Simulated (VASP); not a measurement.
# AlCu3 (Fm-3m) in VASP: further runs, part 2 of 2

VASP 6.6.1.

### Step 3. Single point, r2SCAN

This run uses another cell than the first one, of 12.08 Å³/atom, 1.031 times its volume.

File POSCAR:

```
AlCu3
1.0
    0.0000000000      2.8906715107      2.8906715107
    2.8906715107      0.0000000000      2.8906715107
    2.8906715107      2.8906715107      0.0000000000
Al Cu
1 3
Direct
    0.0000000000      0.0000000000      0.0000000000
    0.5000000000      0.5000000000      0.5000000000
    0.2500000000      0.2500000000      0.2500000000
    0.7500000000      0.7500000000      0.7500000000
```

File INCAR.step1:

```
SYSTEM = AlCu3
ALGO     = Normal         ! electronic algorithm
EDIFF    = 1E-4           ! SCF threshold, eV
ENCUT    = 520            ! plane-wave cutoff, eV
GGA      = PE             ! functional
ISMEAR   = 0              ! smearing method
LASPH    = .True.         ! aspherical terms in the spheres
LCHARG   = .False.        ! write CHGCAR
LREAL    = .False.        ! projectors in reciprocal space
LWAVE    = .True.         ! write WAVECAR
NBANDS   = 26             ! bands
NELM     = 100            ! most SCF steps
PREC     = Accurate       ! precision mode
SIGMA    = 0.1            ! smearing width, eV
```

File INCAR.step2:

```
SYSTEM = AlCu3
ALGO     = Normal         ! electronic algorithm
EDIFF    = 1E-7           ! SCF threshold, eV
ENCUT    = 520            ! plane-wave cutoff, eV
ISIF     = 2              ! what is computed and relaxed
ISMEAR   = 0              ! smearing method
ISTART   = 1            
LASPH    = .True.         ! aspherical terms in the spheres
LCHARG   = .False.        ! write CHGCAR
LMIXTAU  = .True.       
LREAL    = .False.        ! projectors in reciprocal space
LWAVE    = .False.        ! write WAVECAR
METAGGA  = R2SCAN         ! meta-GGA
NBANDS   = 26             ! bands
NELM     = 100            ! most SCF steps
PREC     = Accurate       ! precision mode
SIGMA    = 0.1            ! smearing width, eV
```

File KPOINTS:

```
k-points
0
Gamma
  12 12 12
  0 0 0
```

Potentials or basis: VASP PAW PBE potentials, release 64 (Al, Cu).

Command:

```console
> cat potpaw_PBE.64/Al/POTCAR potpaw_PBE.64/Cu/POTCAR > POTCAR
> cp INCAR.step1 INCAR
> mpirun -np 1 vasp_std > vasp.out
> cp INCAR.step2 INCAR
> mpirun -np 1 vasp_std > vasp.out
```

OUTCAR:

```text
SYSTEM = AlCu3
   EDIFF = 1E-7
   ENCUT = 520
   ISIF = 2
   ISMEAR = 0
   ISTART = 1
   LASPH = .True.
   LREAL = .False.
   METAGGA = R2SCAN
   NELM = 100
   PREC = Accurate

 ion  position               nearest neighbor table
   1  0.000  0.000  0.000-   4 2.50   4 2.50   4 2.50   3 2.50   4 2.50   3 2.50   3 2.50   3 2.50
                             2 2.89   2 2.89   2 2.89   2 2.89   2 2.89   2 2.89
   2  0.500  0.500  0.500-   3 2.50   3 2.50   3 2.50   3 2.50   4 2.50   4 2.50   4 2.50   4 2.50
                             1 2.89   1 2.89   1 2.89   1 2.89   1 2.89   1 2.89
   3  0.250  0.250  0.250-   1 2.50   1 2.50   1 2.50   1 2.50   2 2.50   2 2.50   2 2.50   2 2.50

   4  0.750  0.750  0.750-   2 2.50   2 2.50   2 2.50   1 2.50   2 2.50   1 2.50   1 2.50   1 2.50

  LATTYP: Found a face centered cubic cell.
 ALAT       =     5.7813430214

  Lattice vectors:

 A1 = (   0.0000000000,   2.8906715107,   2.8906715107)
 A2 = (   2.8906715107,   0.0000000000,   2.8906715107)
 A3 = (   2.8906715107,   2.8906715107,   0.0000000000)

Analysis of symmetry for initial positions (statically):
=====================================================================
 Subroutine PRICEL returns:
 Original cell was already a primitive cell.

 Routine SETGRP: Setting up the symmetry group for a
 face centered cubic supercell.

 Subroutine GETGRP returns: Found 48 space group operations
 (whereof 48 operations were pure point group operations)
 out of a pool of 48 trial point group operations.

The static configuration has the point symmetry O_h .

Analysis of symmetry for dynamics (positions and initial velocities):
=====================================================================
 Subroutine PRICEL returns:
 Original cell was already a primitive cell.

 Routine SETGRP: Setting up the symmetry group for a
 face centered cubic supercell.

 Subroutine GETGRP returns: Found 48 space group operations
 (whereof 48 operations were pure point group operations)
 out of a pool of 48 trial point group operations.

The dynamic configuration has the point symmetry O_h .

 Subroutine INISYM returns: Found 48 space group operations
 (whereof 48 operations are pure point group operations),
 and found     1 'primitive' translations

----------------------------------------------------------------------------------------

                                     Primitive cell

  volume of cell :      48.3088

  direct lattice vectors                    reciprocal lattice vectors
     0.000000000  2.890671511  2.890671511    -0.172970190  0.172970190  0.172970190
     2.890671511  0.000000000  2.890671511     0.172970190 -0.172970190  0.172970190
     2.890671511  2.890671511  0.000000000     0.172970190  0.172970190 -0.172970190

  length of vectors
     4.088026855  4.088026855  4.088026855     0.299593157  0.299593157  0.299593157

  position of ions in fractional coordinates (direct lattice)
     0.000000000  0.000000000  0.000000000
     0.500000000  0.500000000  0.500000000
     0.250000000  0.250000000  0.250000000
     0.750000000  0.750000000  0.750000000

  ion indices of the primitive-cell ions
   primitive index   ion index
                 1           1
                 2           2
                 3           3
                 4           4

----------------------------------------------------------------------------------------

 KPOINTS: k-points

Automatic generation of k-mesh.
 Grid dimensions read from file:
 generate k-points for:   12   12   12

 Generating k-lattice:

  Cartesian coordinates                     Fractional coordinates (reciprocal lattice)
    -0.014414182  0.014414182  0.014414182     0.083333333  0.000000000  0.000000000
     0.014414182 -0.014414182  0.014414182     0.000000000  0.083333333  0.000000000
     0.014414182  0.014414182 -0.014414182     0.000000000  0.000000000  0.083333333

  Length of vectors
     0.024966096  0.024966096  0.024966096

  Shift w.r.t. Gamma in fractional coordinates (k-lattice)
     0.000000000  0.000000000  0.000000000

 Subroutine IBZKPT returns following result:
 ===========================================

 Found     72 irreducible k-points:

 Following reciprocal coordinates:
            Coordinates               Weight
  0.000000  0.000000  0.000000      1.000000
  0.083333  0.000000  0.000000      8.000000
  0.166667  0.000000  0.000000      8.000000
  0.250000  0.000000  0.000000      8.000000
  0.333333  0.000000  0.000000      8.000000
  0.416667  0.000000  0.000000      8.000000
[... 16 lines left out ...]
  0.500000  0.166667  0.000000     24.000000
 -0.416667  0.166667  0.000000     24.000000
 [... further k-points ...]
   k-points           NKPTS =     72   k-points in BZ     NKDIM =     72   number of bands    NBANDS=     26
   number of dos      NEDOS =    301   number of ions     NIONS =      4
   total plane-waves  NPLWV =  27000
   dimension x,y,z NGX =    30 NGY =   30 NGZ =   30
   dimension x,y,z NGXF=    60 NGYF=   60 NGZF=   60
   ions per type =               1   3
   NGX,Y,Z   is equivalent  to a cutoff of  12.20, 12.20, 12.20 a.u.
   NGXF,Y,Z  is equivalent  to a cutoff of  24.40, 24.40, 24.40 a.u.
 SYSTEM =  AlCu3
   PREC   = accura    normal or accurate (medium, high low for compatibility)
   ISTART =      1    job   : 0-new  1-cont  2-samecut
   ICHARG =      0    charge: 1-file 2-atom 10-const
   ISPIN  =      1    spin polarized calculation?
   LNONCOLLINEAR =      F non collinear calculations
   LSORBIT =      F    spin-orbit coupling
   LASPH  =      T    aspherical Exc in radial PAW
   ENCUT  =  520.0 eV  38.22 Ry    6.18 a.u.   7.60  7.60  7.60*2*pi/ulx,y,z
   NELM   =    100;   NELMIN=  2; NELMDL=  0     # of ELM steps
   EDIFF  = 0.1E-06   stopping-criterion for ELM
   LREAL  =      F    real-space projection
   EDIFFG = 0.1E-05   stopping-criterion for IOM
   NSW    =      0    number of steps for IOM
   IBRION =     -1    ionic relax: 0-MD 1-quasi-New 2-CG
   NFREE  =      0    steps in history (QN), initial steepest desc. (CG)
   ISIF   =      2    stress and relaxation
   ISYM   =      2    0-nonsym 1-usesym 2-fastsym
   POTIM  = 0.5000    time-step for ionic-motion
   TEBEG  =    0.0;   TEEND  =   0.0 temperature during run
   PSTRESS=    0.0 pullay stress
   NELECT =      36.0000    total number of electrons
   NUPDOWN=      -1.0000    fix difference up-down
   EMIN   =  10.00;   EMAX   =-10.00  energy-range for DOS
   EFERMI =   0.00;   METHOD = LEGACY
   ISMEAR =     0;   SIGMA  =   0.10  broadening in eV -4-tet -1-fermi 0-gaus
   EFERMI_NEDOS =   21; number of points for ismear=-14 and -15
   IALGO  =     38    algorithm
   IMIX   =      4    mixing-type and parameters
     AMIX     =   0.40;   BMIX     =  1.00
     AMIX_MAG =   1.60;   BMIX_MAG =  1.00
  volume/ion in A,a.u.               =      12.08        81.50
  Fermi-wavevector in a.u.,A,eV,Ry     =   1.484227  2.804782 29.972670  2.202929
  Thomas-Fermi vector in A             =   2.597790
   LORBIT       =      0    0 simple, 1 ext, 2 COOP (PROOUT), +10 PAW based schemes
   METAGGA = R2SCAN    functional components
   LHFCALC =     F    Hartree Fock is set to
   AEXX    =    0.0000 exact exchange contribution
   IVDW    =     0    specifies the selected vdW correction
   LEPSILON=     F    determine dielectric tensor
   LRPA    =     F    only Hartree local field effects (RPA)
 non-spin polarized calculation
 Gauss-broadening in eV      SIGMA  =   0.10
  energy-cutoff  :      520.00
  volume of cell :       48.31
 maximum number of plane-waves:      1319
   NGX = 15   NGY = 15   NGZ = 15

 number of electron      35.9999970 magnetization

 Free energy of the ion-electron system (eV)
  ---------------------------------------------------
  ext. energy  EPLUGINS =         0.00000000
  ---------------------------------------------------
  free energy    TOTEN  =       -39.95598345 eV

  energy without entropy =      -39.95120238  energy(sigma->0) =      -39.95359291

 E-fermi :   8.4592     XC(G=0): -13.3350

 val. band max:        8.4211827867   @ k =   0.3333   0.2500   0.0833
 cond. band min:       8.4618160215   @ k =  -0.1667   0.1667   0.0000
 fundamental gap:      0.0406332347
 Fermi energy:         8.4592119745

 k-point     1 :       0.0000    0.0000    0.0000
  band No.  band energies     occupation
      1      -2.5901      2.00000
      2       3.5987      2.00000
      3       3.5987      2.00000
      4       3.6913      2.00000
      5       3.6914      2.00000
      6       3.6914      2.00000
[... 685 lines left out ...]
     25      18.0447      0.00000
     26      19.5252      0.00000

 [... further k-points ...]
[... 5 lines left out ...]
  --------------------------------------------------------------------------------------
  -------------------------------------------------------------------------------------
  Total        0.0728428      0.0728428      0.0728428      0.0000000     -0.0000000     -0.0000000
  in kB        2.4158571      2.4158571      2.4158571      0.0000000     -0.0000000     -0.0000000
  external PRESSURE =       2.4158571 kB  Pullay stress =       0.0000000 kB

 VOLUME and BASIS-vectors are now :
 -----------------------------------------------------------------------------
  energy-cutoff  :      520.00
  volume of cell :       48.31
      direct lattice vectors                 reciprocal lattice vectors
     0.000000000  2.890671511  2.890671511    -0.172970190  0.172970190  0.172970190
     2.890671511  0.000000000  2.890671511     0.172970190 -0.172970190  0.172970190
     2.890671511  2.890671511  0.000000000     0.172970190  0.172970190 -0.172970190

 POSITION                                       TOTAL-FORCE (eV/Angst)
 -----------------------------------------------------------------------------------
      0.00000      0.00000      0.00000        -0.000000      0.000000     -0.000000
      2.89067      2.89067      2.89067        -0.000000      0.000000     -0.000000
      1.44534      1.44534      1.44534         0.000000     -0.000000      0.000000
      4.33601      4.33601      4.33601        -0.000000     -0.000000     -0.000000
 -----------------------------------------------------------------------------------
    total drift:                                0.000000     -0.000000      0.000000

  FREE ENERGIE OF THE ION-ELECTRON SYSTEM (eV)
  ---------------------------------------------------
  free  energy   TOTEN  =       -39.9559834459 eV

  energy  without entropy=      -39.9512023774  energy(sigma->0) =      -39.95359291
```

Run time: 7.1 min. Hardware: 1 thread of Intel Xeon 6975P-C, shared host; peak memory 0.22 GiB.

What came out:

| Property | Result |
| --- | --- |
| Free energy | -39.9560 eV |
| Pressure | 0.2 GPa |
| Band gap on the k mesh | zero (band 18 reaches 12.38 eV, above the bottom of band 19 at 6.29 eV) |

Caveat: the PAW data sets were made with another functional, which shifts forces and pressure a little.

### Step 4. Single point, r2SCAN

This run uses another cell than the first one, of 12.08 Å³/atom, 1.031 times its volume.

POSCAR is that of step 3.

File INCAR.step1:

```
PREC = Accurate
ENCUT = 520
ISMEAR = 0
SIGMA = 0.1
LREAL = F
LASPH = T
NELM = 80
NBANDS = 26
GGA = PE
ALGO = Normal
EDIFF = 1E-4
LWAVE = T
LCHARG = F
```

File INCAR.step2:

```
PREC = Accurate
ENCUT = 520
EDIFF = 1E-6
ISMEAR = 0
SIGMA = 0.1
LREAL = F
LASPH = T
NELM = 80
ALGO = Normal
ISIF = 2
LWAVE = F
LCHARG = F
METAGGA = R2SCAN
LMIXTAU = T
NBANDS = 26
ISTART = 1
```

File KPOINTS:

```
regular mesh
0
Gamma
  12 12 12
```

Command:

```console
> cat potpaw_PBE.64/Al/POTCAR potpaw_PBE.64/Cu/POTCAR > POTCAR
> cp INCAR.step1 INCAR
> mpirun -np 1 vasp_std > vasp.out
> cp INCAR.step2 INCAR
> mpirun -np 1 vasp_std > vasp.out
```

Run time: 4.9 min. Hardware: 1 thread of Intel Xeon 6975P-C, shared host; peak memory 0.22 GiB.

It converged, with:

```yaml
Free_energy: -39.9560 eV
Pressure: 0.3 GPa
Band_gap_on_the_k_mesh: zero (band 18 reaches 12.38 eV, above the bottom of band 19 at 6.29 eV)
```

Levels at points of the mesh, in eV from the Fermi level:
```tsv
k point	band 16	band 17	band 18	band 19	band 20	band 21
(0.00, 0.00, 0.00)	-2.57	3.92	3.92	3.92	4.33	4.33
(0.50, 0.00, 0.00)	-2.51	-2.22	2.81	2.81	3.04	3.04
(0.50, 0.50, 0.00)	-2.37	-2.25	-2.25	-2.17	2.16	2.58
```

Caveat: the PAW data sets were made with another functional, which shifts forces and pressure a little.

### Step 5. Single point, r2SCAN (volume scaled by 1.03)

File POSCAR:

```
AlCu3
1.0
    0.0000000000      2.9192938821      2.9192938821
    2.9192938821      0.0000000000      2.9192938821
    2.9192938821      2.9192938821      0.0000000000
Al Cu
1 3
Direct
    0.0000000000      0.0000000000      0.0000000000
    0.5000000000      0.5000000000      0.5000000000
    0.2500000000      0.2500000000      0.2500000000
    0.7500000000      0.7500000000      0.7500000000
```

File INCAR.step1:

```
  PREC = Accurate
  ENCUT = 520
  ISMEAR = 0
  SIGMA = 0.1
  LREAL = False
  LASPH = True
  NELM = 100
  NBANDS = 26
  GGA = PE
  ALGO = Normal
  EDIFF = 1E-4
  LWAVE = True
  LCHARG = False
```

File INCAR.step2:

```
  PREC = Accurate
  ENCUT = 520
  EDIFF = 1E-6
  ISMEAR = 0
  SIGMA = 0.1
  LREAL = False
  LASPH = True
  NELM = 100
  ALGO = Normal
  ISIF = 2
  LWAVE = False
  LCHARG = False
  METAGGA = R2SCAN
  LMIXTAU = True
  NBANDS = 26
  ISTART = 1
```

File KPOINTS:

```
Automatic mesh
0
Gamma
  12 12 12
```

Command:

```console
> cat potpaw_PBE.64/Al/POTCAR potpaw_PBE.64/Cu/POTCAR > POTCAR
> cp INCAR.step1 INCAR
> mpirun -np 1 vasp_std > vasp.out
> cp INCAR.step2 INCAR
> mpirun -np 1 vasp_std > vasp.out
```

Run time: 3.5 min. Hardware: 1 thread of Intel Xeon 6975P-C, shared host; peak memory 0.24 GiB.

The run converged. Its results:

| Quantity | Value |
| --- | --- |
| Free energy | -39.9404 eV |
| Pressure | -3.9 GPa |
| Band gap on the k mesh | zero (band 18 reaches 11.97 eV, above the bottom of band 19 at 5.95 eV) |

Levels at points of the mesh, in eV from the Fermi level:
| k point | band 15 | band 16 | band 17 | band 18 | band 19 | band 20 | band 21 | band 22 |
| --- | --- | --- | --- | --- | --- | --- | --- | --- |
| (0.00, 0.00, 0.00) | -2.51 | -2.51 | 3.88 | 3.88 | 3.88 | 4.23 | 4.23 | 4.23 |
| (0.50, 0.00, 0.00) | -2.45 | -2.45 | -2.18 | 2.80 | 2.80 | 2.96 | 2.96 | 3.91 |
| (0.50, 0.50, 0.00) | -2.36 | -2.32 | -2.16 | -2.16 | -2.14 | 2.08 | 2.45 | 11.31 |

Caveat: the cell differs from its parent crystal (volume scaled by 1.03); the PAW data sets were made with another functional, which shifts forces and pressure a little.

### Step 6. Overview

```csv
cell,gap on the mesh (eV),pressure (GPa)
"a = 4.047 Å, angles 60.0°, 4 atoms",none,5.0
"a = 4.088 Å, angles 60.0°, 4 atoms",none,0.3
"a = 4.129 Å, angles 60.0°, 4 atoms",none,-3.9
```

Alike in all rows: task single point; level r2SCAN; potentials or basis VASP PAW PBE potentials, release 64 (Al, Cu); no spin polarisation; k mesh 12 × 12 × 12; cutoff (eV) 520; smearing gaussian 0.1 eV.

Caveats: the PAW data sets were made with another functional, which shifts forces and pressure a little.

Total energies depend on the potentials used, so only differences within one code and one set of settings carry meaning.
